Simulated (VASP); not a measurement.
# Al2Cu (P-3m1) in VASP: notebook

Al2Cu is run at these levels: PBE; tasks: relaxation of cell and atoms, single point.

All numbers are computed with VASP 6.6.1; they aren't measurements. Logs are shortened: lines on timing, memory, paths and dates and some standing lists are left out, and cuts for length are marked.

## (1) The cell of the first run

The structure is trigonal, space group P-3m1 (No. 164). Conventional cell: a = 2.775 Å, b = 2.775 Å, c = 13.306 Å, α = 90.00°, β = 90.00°, γ = 120.00°. Al (site symmetry 3m) has 3 Cu at 2.58 Å and 9 Al at 2.77 to 2.87 Å within 3.4 Å. Within 3.7 Å of Al (site symmetry 3m) lie 12 Al at 2.77 to 2.95 Å. Within 3.4 Å of Cu (site symmetry 3m) lie 3 Al at 2.58 Å and 9 Cu at 2.59 to 2.77 Å.

## (2) Relaxation of cell and atoms, PBE

Contents of INCAR:

```
SYSTEM = Al2Cu
  PREC = Accurate
  ENCUT = 600
  EDIFF = 1E-6
  ISMEAR = 0
  SIGMA = 0.1
  LREAL = .False.
  LASPH = .True.
  NELM = 80
  ALGO = Fast
  ISIF = 3
  LWAVE = .False.
  LCHARG = .False.
  GGA = PE
  IBRION = 2
  NSW = 100
  EDIFFG = -0.01
```

Contents of KPOINTS:

```
Automatic mesh
0
Gamma
  18 18 4
  0 0 0
```

Contents of POSCAR:

```
Al2Cu
1.0
    2.7749495673      0.0000000000      0.0000000000
   -1.3874747836      2.4031768195      0.0000000000
    0.0000000000      0.0000000000     13.3056014620
Al Cu
4 2
Direct
    0.3333333333      0.6666666667      0.2279533427
    0.3333333333      0.6666666667      0.5930325595
    0.6666666667      0.3333333333      0.4069674405
    0.6666666667      0.3333333333      0.7720466573
    0.3333333333      0.6666666667      0.9237183005
    0.6666666667      0.3333333333      0.0762816995
```

Potentials or basis: VASP PAW PBE potentials, release 64 (Al, Cu).

On the command line:

```sh
$ cat potpaw_PBE.64/Al/POTCAR potpaw_PBE.64/Cu/POTCAR > POTCAR
$ mpirun -np 1 vasp_std > vasp.out
```

OUTCAR:

```text
SYSTEM = Al2Cu
   PREC = Accurate
   ENCUT = 600
   EDIFF = 1E-6
   ISMEAR = 0
   LREAL = .False.
   LASPH = .True.
   NELM = 80
   ISIF = 3
   GGA = PE
   IBRION = 2
   NSW = 100
   EDIFFG = -0.01

 ion  position               nearest neighbor table
   1  0.333  0.667  0.228-   6 2.58   6 2.58   6 2.58   3 2.87   3 2.87   3 2.87
   2  0.333  0.667  0.593-   4 2.87   4 2.87   4 2.87   3 2.95   3 2.95   3 2.95
   3  0.667  0.333  0.407-   1 2.87   1 2.87   1 2.87   2 2.95   2 2.95   2 2.95
   4  0.667  0.333  0.772-   5 2.58   5 2.58   5 2.58   2 2.87   2 2.87   2 2.87
   5  0.333  0.667  0.924-   4 2.58   4 2.58   4 2.58   6 2.59   6 2.59   6 2.59
   6  0.667  0.333  0.076-   1 2.58   1 2.58   1 2.58   5 2.59   5 2.59   5 2.59

  LATTYP: Found a hexagonal cell.
 ALAT       =     2.7749495673
 C/A-ratio  =     4.7948984799

  Lattice vectors:

 A1 = (   2.7749495673,   0.0000000000,   0.0000000000)
 A2 = (  -1.3874747836,   2.4031768195,   0.0000000000)
 A3 = (   0.0000000000,   0.0000000000,  13.3056014620)

Analysis of symmetry for initial positions (statically):
=====================================================================
 Subroutine PRICEL returns:
 Original cell was already a primitive cell.

 Routine SETGRP: Setting up the symmetry group for a
 hexagonal supercell.

 Subroutine GETGRP returns: Found 12 space group operations
 (whereof 12 operations were pure point group operations)
 out of a pool of 24 trial point group operations.

The static configuration has the point symmetry D_3d.

Analysis of symmetry for dynamics (positions and initial velocities):
=====================================================================
 Subroutine PRICEL returns:
 Original cell was already a primitive cell.

 Routine SETGRP: Setting up the symmetry group for a
 hexagonal supercell.

 Subroutine GETGRP returns: Found 12 space group operations
 (whereof 12 operations were pure point group operations)
 out of a pool of 24 trial point group operations.

The dynamic configuration has the point symmetry D_3d.

 Subroutine INISYM returns: Found 12 space group operations
 (whereof 12 operations are pure point group operations),
 and found     1 'primitive' translations

----------------------------------------------------------------------------------------

                                     Primitive cell

  volume of cell :      88.7310

  direct lattice vectors                    reciprocal lattice vectors
     2.774949567  0.000000000  0.000000000     0.360366910  0.208057932  0.000000000
    -1.387474784  2.403176820  0.000000000     0.000000000  0.416115865  0.000000000
     0.000000000  0.000000000 13.305601462     0.000000000  0.000000000  0.075156317

  length of vectors
     2.774949567  2.774949567 13.305601462     0.416115865  0.416115865  0.075156317

  position of ions in fractional coordinates (direct lattice)
     0.333333333  0.666666667  0.227953343
     0.333333333  0.666666667  0.593032560
     0.666666667  0.333333333  0.406967440
     0.666666667  0.333333333  0.772046657
     0.333333333  0.666666667  0.923718300
     0.666666667  0.333333333  0.076281700

  ion indices of the primitive-cell ions
   primitive index   ion index
                 1           1
                 2           2
                 3           3
                 4           4
                 5           5
                 6           6

----------------------------------------------------------------------------------------

 KPOINTS: Automatic mesh

Automatic generation of k-mesh.
 Grid dimensions read from file:
 generate k-points for:   18   18    4

 Generating k-lattice:

  Cartesian coordinates                     Fractional coordinates (reciprocal lattice)
     0.020020384  0.011558774  0.000000000     0.055555556  0.000000000  0.000000000
     0.000000000  0.023117548  0.000000000     0.000000000  0.055555556  0.000000000
     0.000000000  0.000000000  0.018789079     0.000000000  0.000000000  0.250000000

  Length of vectors
     0.023117548  0.023117548  0.018789079

  Shift w.r.t. Gamma in fractional coordinates (k-lattice)
     0.000000000  0.000000000  0.000000000

 Subroutine IBZKPT returns following result:
 ===========================================

 Found    138 irreducible k-points:

 Following reciprocal coordinates:
            Coordinates               Weight
  0.000000  0.000000  0.000000      1.000000
  0.055556 -0.000000  0.000000      6.000000
  0.111111 -0.000000  0.000000      6.000000
  0.166667 -0.000000  0.000000      6.000000
  0.222222 -0.000000  0.000000      6.000000
  0.277778  0.000000  0.000000      6.000000
[... 16 lines left out ...]
  0.333333  0.111111  0.000000     12.000000
  0.388889  0.111111  0.000000     12.000000
 [... further k-points ...]
   k-points           NKPTS =    138   k-points in BZ     NKDIM =    138   number of bands    NBANDS=     21
   number of dos      NEDOS =    301   number of ions     NIONS =      6
   total plane-waves  NPLWV =  62208
   dimension x,y,z NGX =    24 NGY =   24 NGZ =  108
   dimension x,y,z NGXF=    48 NGYF=   48 NGZF=  216
   ions per type =               4   2
   NGX,Y,Z   is equivalent  to a cutoff of  14.38, 14.38, 13.49 a.u.
   NGXF,Y,Z  is equivalent  to a cutoff of  28.76, 28.76, 26.99 a.u.
 SYSTEM =  Al2Cu
   PREC   = accura    normal or accurate (medium, high low for compatibility)
   ISTART =      0    job   : 0-new  1-cont  2-samecut
   ICHARG =      2    charge: 1-file 2-atom 10-const
   ISPIN  =      1    spin polarized calculation?
   LNONCOLLINEAR =      F non collinear calculations
   LSORBIT =      F    spin-orbit coupling
   LASPH  =      T    aspherical Exc in radial PAW
   ENCUT  =  600.0 eV  44.10 Ry    6.64 a.u.   5.54  5.54 26.57*2*pi/ulx,y,z
   NELM   =     80;   NELMIN=  2; NELMDL= -5     # of ELM steps
   EDIFF  = 0.1E-05   stopping-criterion for ELM
   LREAL  =      F    real-space projection
   EDIFFG = -.1E-01   stopping-criterion for IOM
   NSW    =    100    number of steps for IOM
   IBRION =      2    ionic relax: 0-MD 1-quasi-New 2-CG
   NFREE  =      1    steps in history (QN), initial steepest desc. (CG)
   ISIF   =      3    stress and relaxation
   ISYM   =      2    0-nonsym 1-usesym 2-fastsym
   POTIM  = 0.5000    time-step for ionic-motion
   TEBEG  =    0.0;   TEEND  =   0.0 temperature during run
   PSTRESS=    0.0 pullay stress
   NELECT =      34.0000    total number of electrons
   NUPDOWN=      -1.0000    fix difference up-down
   EMIN   =  10.00;   EMAX   =-10.00  energy-range for DOS
   EFERMI =   0.00;   METHOD = LEGACY
   ISMEAR =     0;   SIGMA  =   0.10  broadening in eV -4-tet -1-fermi 0-gaus
   EFERMI_NEDOS =   21; number of points for ismear=-14 and -15
   IALGO  =     68    algorithm
   IMIX   =      4    mixing-type and parameters
     AMIX     =   0.40;   BMIX     =  1.00
     AMIX_MAG =   1.60;   BMIX_MAG =  1.00
  volume/ion in A,a.u.               =      14.79        99.80
  Fermi-wavevector in a.u.,A,eV,Ry     =   1.189075  2.247027 19.237278  1.413900
  Thomas-Fermi vector in A             =   2.325191
   LORBIT       =      0    0 simple, 1 ext, 2 COOP (PROOUT), +10 PAW based schemes
   GGA     = PE    functional components
   LHFCALC =     F    Hartree Fock is set to
   AEXX    =    0.0000 exact exchange contribution
   IVDW    =     0    specifies the selected vdW correction
   LEPSILON=     F    determine dielectric tensor
   LRPA    =     F    only Hartree local field effects (RPA)
 conjugate gradient relaxation of ions
 non-spin polarized calculation
 RMM-DIIS sequential band-by-band and
 Gauss-broadening in eV      SIGMA  =   0.10
  energy-cutoff  :      600.00
  volume of cell :       88.73
 maximum number of plane-waves:      3018
 NGX is ok and might be reduce to    24
   NGX = 11   NGY = 11   NGZ = 53

--------------------------------------- Ionic step        1  -------------------------------------------

 number of electron      33.9999967 magnetization

 Free energy of the ion-electron system (eV)
  ---------------------------------------------------
  ext. energy  EPLUGINS =         0.00000000
  ---------------------------------------------------
  free energy    TOTEN  =       -22.40693490 eV

  energy without entropy =      -22.39571903  energy(sigma->0) =      -22.40132696

------------------------ aborting loop because EDIFF is reached ----------------------------------------

  FORCE on cell =-STRESS in cart. coord.  units (eV):
  Direction    XX          YY          ZZ          XY          YZ          ZX
  --------------------------------------------------------------------------------------
  -------------------------------------------------------------------------------------
  Total        0.4956811      0.4956811      0.1773979      0.0000000      0.0000000      0.0000000
  in kB        8.9503011      8.9503011      3.2031974      0.0000000      0.0000000      0.0000000
  external PRESSURE =       7.0345999 kB  Pullay stress =       0.0000000 kB
[... 101 lines left out ...]
  FREE ENERGIE OF THE ION-ELECTRON SYSTEM (eV)
  ---------------------------------------------------
  free  energy   TOTEN  =       -22.4856929795 eV

  energy  without entropy=      -22.4746517998  energy(sigma->0) =      -22.48017239

[... ionic steps 4 to 16 ...]

--------------------------------------- Ionic step       17  -------------------------------------------

 number of electron      33.9999971 magnetization

------------------------ aborting loop because EDIFF is reached ----------------------------------------
[... 75 lines left out ...]
--------------------------------------- Ionic step       19  -------------------------------------------

 number of electron      33.9999971 magnetization

 Free energy of the ion-electron system (eV)
  ---------------------------------------------------
  ext. energy  EPLUGINS =         0.00000000
  ---------------------------------------------------
  free energy    TOTEN  =       -22.48824660 eV

  energy without entropy =      -22.47783088  energy(sigma->0) =      -22.48303874

 E-fermi :   7.9802     XC(G=0): -10.8825

 val. band max:        7.9676332382   @ k =   0.2778   0.2778   0.0000
 cond. band min:       7.9909963480   @ k =   0.3333   0.2778   0.2500
 fundamental gap:      0.0233631098
 Fermi energy:         7.9801970573

 k-point     1 :       0.0000    0.0000    0.0000
  band No.  band energies     occupation
      1      -3.1370      2.00000
      2      -2.4784      2.00000
      3      -1.5651      2.00000
      4       0.4112      2.00000
      5       1.0093      2.00000
      6       3.3530      2.00000
[... 565 lines left out ...]
     20       9.6699      0.00000
     21      10.3070      0.00000

 [... further k-points ...]

------------------------ aborting loop because EDIFF is reached ----------------------------------------

  FORCE on cell =-STRESS in cart. coord.  units (eV):
  Direction    XX          YY          ZZ          XY          YZ          ZX
  --------------------------------------------------------------------------------------
  -------------------------------------------------------------------------------------
  Total       -0.0009000     -0.0009000     -0.0334629     -0.0000000      0.0000000     -0.0000000
  in kB       -0.0161644     -0.0161644     -0.6009825     -0.0000000      0.0000000     -0.0000000
  external PRESSURE =      -0.2111037 kB  Pullay stress =       0.0000000 kB
[... 21 lines left out ...]
  FREE ENERGIE OF THE ION-ELECTRON SYSTEM (eV)
  ---------------------------------------------------
  free  energy   TOTEN  =       -22.4882465955 eV

  energy  without entropy=      -22.4778308761  energy(sigma->0) =      -22.48303874

 reached required accuracy - stopping structural energy minimisation
```

It took 32 min on 1 thread of Intel Xeon Platinum 8488C (Sapphire Rapids), shared host; peak memory 0.46 GiB.

Results:

```yaml
Free_energy: -22.4882 eV
Relaxed_volume: 14.87 Å³/atom
Relaxed_cell: a = 2.788 Å, b = 2.788 Å, c = 13.255 Å, α = 90.00°, β = 90.00°, γ = 120.00°
Space_group_after_relaxing_to_0.05_Å: P-3m1 (No. 164)
Energy_gained_by_relaxing: 13.6 meV/atom
Ionic_steps: 19
Pressure_after_relaxing: 0.0 GPa
Largest_force_after_relaxing: 0.007 eV/Å
Band_gap_on_the_k_mesh: zero (band 17 reaches 9.58 eV, above the bottom of band 18 at 7.02 eV)
```

Forces in eV/Å, atoms in the order of the input:
```
Al   0.000  0.000  0.007
Al   0.000  0.000  0.003
Al   0.000  0.000 -0.003
Al   0.000  0.000 -0.007
Cu   0.000  0.000  0.003
Cu   0.000  0.000 -0.003
```

The path:
| step | energy change (eV) | largest force (eV/Å) | pressure (GPa) | volume (Å³) |
| --- | --- | --- | --- | --- |
| 1 | 0.0000 | 0.0579 | 0.70 | 88.73 |
| 2 | -0.0646 | 0.0452 | -0.57 | 89.57 |
| 3 | -0.0788 | 0.0462 | -0.36 | 89.56 |
| 4 | -0.0798 | 0.0519 | -0.14 | 89.41 |
| 5 | -0.0807 | 0.0364 | -0.18 | 89.39 |
| 6 | -0.0811 | 0.0181 | -0.17 | 89.36 |
| 7 | -0.0811 | 0.0133 | -0.14 | 89.35 |
| 8 | -0.0812 | 0.0120 | 0.14 | 89.15 |
| 9 | -0.0812 | 0.0102 | -0.06 | 89.20 |
| 10 | -0.0812 | 0.0110 | -0.03 | 89.18 |
| 11 | -0.0812 | 0.0114 | 0.05 | 89.16 |
| 12 | -0.0812 | 0.0115 | 0.05 | 89.17 |
| 13 | -0.0812 | 0.0113 | 0.05 | 89.17 |
| 14 | -0.0813 | 0.0109 | 0.06 | 89.17 |
| 15 | -0.0813 | 0.0105 | 0.15 | 89.17 |
| 16 | -0.0813 | 0.0106 | 0.00 | 89.17 |
| 17 | -0.0813 | 0.0104 | 0.07 | 89.16 |
| 18 | -0.0813 | 0.0030 | -0.10 | 89.28 |
| 19 | -0.0813 | 0.0065 | -0.02 | 89.21 |

Final structure:
```cif
data_structure
_symmetry_space_group_name_H-M 'P 1'
_symmetry_Int_Tables_number 1
_cell_length_a 2.7877
_cell_length_b 2.7877
_cell_length_c 13.2550
_cell_angle_alpha 90.000
_cell_angle_beta 90.000
_cell_angle_gamma 120.000
_cell_volume 89.21
loop_
_atom_site_label
_atom_site_type_symbol
_atom_site_fract_x
_atom_site_fract_y
_atom_site_fract_z
_atom_site_occupancy
Al1 Al 0.33333 0.66667 0.22819 1
Al2 Al 0.33333 0.66667 0.59204 1
Al3 Al 0.66667 0.33333 0.40796 1
Al4 Al 0.66667 0.33333 0.77181 1
Cu1 Cu 0.33333 0.66667 0.92396 1
Cu2 Cu 0.66667 0.33333 0.07604 1
```

Levels at points of the mesh, in eV from the Fermi level:
```
           k point  band 13  band 14  band 15  band 16  band 17  band 18  band 19  band 20  band 21
(0.00, 0.00, 0.00)    -2.73    -2.73    -2.39    -2.39    -2.16     2.29     3.76     9.47    10.34
(0.50, 0.00, 0.00)    -2.22    -2.13    -2.08    -1.71    -1.11    -0.96     0.38     0.45     2.74
(0.00, 0.00, 0.50)    -2.73    -2.73    -2.39    -2.39    -0.87     0.71     5.81     6.95    11.84
(0.50, 0.00, 0.50)    -2.53    -2.22    -2.13    -2.06    -1.23    -0.54     0.55     0.91     1.89
```

## (3) Single point, PBE

This run uses another cell than the first one, of 14.67 Å³/atom, 0.992 times its volume.

Contents of INCAR:

```
  PREC = Accurate
  ENCUT = 520
  EDIFF = 1E-6
  ISMEAR = 0
  SIGMA = 0.1
  LREAL = False
  LASPH = True
  NELM = 80
  ALGO = Normal
  ISIF = 2
  LWAVE = False
  LCHARG = False
  GGA = PE
  NBANDS = 26
```

Contents of KPOINTS:

```
Automatic mesh
0
Gamma
  6 6 2
```

Contents of POSCAR:

```
Al2Cu
1.0
    2.7703610200      0.0000000000      0.0000000000
   -1.3851805100      2.3992030200      0.0000000000
    0.0000000000      0.0000000000     13.2447372500
Al Cu
4 2
Direct
    0.3333333300      0.6666666700      0.2500000000
    0.3333333300      0.6666666700      0.5833333300
    0.6666666700      0.3333333300      0.4166666700
    0.6666666700      0.3333333300      0.7500000000
    0.3333333300      0.6666666700      0.9166666700
    0.6666666700      0.3333333300      0.0833333300
```

Potentials or basis: VASP PAW PBE potentials, release 64 (Al, Cu).

On the command line:

```sh
$ cat potpaw_PBE.64/Al/POTCAR potpaw_PBE.64/Cu/POTCAR > POTCAR
$ mpirun -np 1 vasp_std > vasp.out
```

Wall time 48 s (1 thread of Intel Xeon Platinum 8259CL at 2.50GHz (Skylake/Cascade Lake), shared host); peak memory 0.23 GiB.

Results (log left out):

```yaml
Free_energy: -22.1235 eV
Pressure: 1.3 GPa
Largest_force: 1.199 eV/Å
Band_gap_on_the_k_mesh: zero (band 17 reaches 9.74 eV, above the bottom of band 18 at 7.40 eV)
```

Forces on the atoms (eV/Å):
```
Al   0.000  0.000 -1.199
Al   0.000  0.000  0.103
Al   0.000  0.000 -0.103
Al   0.000  0.000  1.199
Cu   0.000  0.000  0.012
Cu   0.000  0.000 -0.012
```

Stress tensor (GPa, compression positive):
```
1.27 0.00 0.00
0.00 1.27 0.00
0.00 0.00 1.42
```

Levels at points of the mesh, in eV from the Fermi level:
| k point | band 14 | band 15 | band 16 | band 17 | band 18 | band 19 | band 20 | band 21 |
| --- | --- | --- | --- | --- | --- | --- | --- | --- |
| (0.00, 0.00, 0.00) | -2.29 | -2.03 | -2.03 | -1.76 | 2.62 | 3.71 | 9.89 | 10.01 |
| (0.50, 0.00, 0.00) | -1.77 | -1.73 | -1.69 | -0.82 | -0.56 | 0.65 | 0.80 | 2.96 |
| (0.00, 0.00, 0.50) | -2.29 | -2.03 | -2.03 | -0.53 | 0.82 | 6.12 | 6.82 | 11.46 |
| (0.50, 0.00, 0.50) | -2.04 | -1.77 | -1.73 | -0.88 | -0.15 | 0.82 | 1.09 | 2.20 |

Caveat: the k points lie up to 0.44 Å⁻¹ apart; forces of over 1 eV/Å act on the atoms, so gaps and moduli don't describe the material at rest.

## (4) Single point, PBE

Contents of INCAR:

```
PREC     = Accurate       # precision mode
ENCUT    = 520            # plane-wave cutoff, eV
EDIFF    = 1E-6           # SCF threshold, eV
ISMEAR   = 0              # smearing method
SIGMA    = 0.1            # smearing width, eV
LREAL    = False          # projectors in reciprocal space
LASPH    = True           # aspherical terms in the spheres
NELM     = 100            # most SCF steps
ALGO     = Normal         # electronic algorithm
ISIF     = 2              # what is computed and relaxed
LWAVE    = False          # write WAVECAR
LCHARG   = False          # write CHGCAR
GGA      = PE             # functional
NBANDS   = 26             # bands
```

KPOINTS is that of step 3.

Contents of POSCAR:

```
Al2Cu
1.0
    2.7749495673      0.0000000000      0.0000000000
   -1.3874747836      2.4031768195      0.0000000000
    0.0000000000      0.0000000000     13.3056014620
Al Cu
4 2
Direct
    0.3333333333      0.6666666667      0.2279533427
    0.3333333333      0.6666666667      0.5930325595
    0.6666666667      0.3333333333      0.4069674405
    0.6666666667      0.3333333333      0.7720466573
    0.3333333333      0.6666666667      0.9237183005
    0.6666666667      0.3333333333      0.0762816995
```

On the command line:

```sh
$ cat potpaw_PBE.64/Al/POTCAR potpaw_PBE.64/Cu/POTCAR > POTCAR
$ mpirun -np 1 vasp_std > vasp.out
```

Run time: 42 s. Hardware: 1 thread of Intel Xeon Platinum 8259CL at 2.50GHz (Skylake/Cascade Lake), shared host; peak memory 0.22 GiB.

It converged, with:

| Item | Value |
| --- | --- |
| Free energy | -22.4761 eV |
| Pressure | 0.1 GPa |
| Largest force | 0.037 eV/Å |
| Band gap on the k mesh | zero (band 17 reaches 9.54 eV, above the bottom of band 18 at 7.06 eV) |

Forces on the atoms (eV/Å):
```
Al   0.000  0.000  0.037
Al   0.000  0.000  0.019
Al   0.000  0.000 -0.019
Al   0.000  0.000 -0.037
Cu   0.000  0.000  0.015
Cu   0.000  0.000 -0.015
```

Stress tensor (GPa, compression positive):
```
-0.11  0.00  0.00
 0.00 -0.11  0.00
 0.00  0.00  0.42
```

Levels at points of the mesh, in eV from the Fermi level:
```
           k point  band 14  band 15  band 16  band 17  band 18  band 19  band 20  band 21
(0.00, 0.00, 0.00)    -2.65    -2.31    -2.31    -2.18     2.24     3.70     9.39    10.23
(0.50, 0.00, 0.00)    -2.04    -2.00    -1.63    -1.04    -0.91     0.46     0.55     2.78
(0.00, 0.00, 0.50)    -2.65    -2.31    -2.31    -0.92     0.68     5.73     6.88    12.09
(0.50, 0.00, 0.50)    -2.12    -2.04    -2.00    -1.15    -0.45     0.62     0.98     1.95
```

Caveat: the k points lie up to 0.44 Å⁻¹ apart.

(Continued in part 2 of 2.)
